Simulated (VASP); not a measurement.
Input of a VASP 6.6.1 run:

INCAR

```
SYSTEM = NaF
PREC = Accurate
ENCUT = 600
EDIFF = 1E-6
ISMEAR = 0
SIGMA = 0.1
LREAL = .False.
LASPH = .True.
NELM = 120
ALGO = Normal
ISIF = 2
LWAVE = .False.
LCHARG = .True.
GGA = PS
LELF = .True.
LVHAR = .True.
NBANDS = 14
GGA_COMPAT = .False.
```

File KPOINTS:

```
Automatic mesh
0
Gamma
  6 6 6
  0 0 0
```

File POSCAR:

```
NaF
1.0
    0.0000000000      2.3150000000      2.3150000000
    2.3150000000      0.0000000000      2.3150000000
    2.3150000000      2.3150000000      0.0000000000
Na F
1 1
Direct
    0.0000000000      0.0000000000      0.0000000000
    0.5000000000      0.5000000000      0.5000000000
```

Potentials or basis: VASP PAW PBE potentials, release 64 (Na_pv, F).

The run is started by

```bash
$ cat potpaw_PBE.64/Na_pv/POTCAR potpaw_PBE.64/F/POTCAR > POTCAR
$ mpirun -np 1 vasp_std > vasp.out
```

(1) Estimate the pressure.

(2) What does it give for the band gap on the k mesh?

Results:

(1) -0.2 GPa.

(2) 6.18 eV.

Caveat: the PAW data sets were made with another functional, which shifts forces and pressure a little.
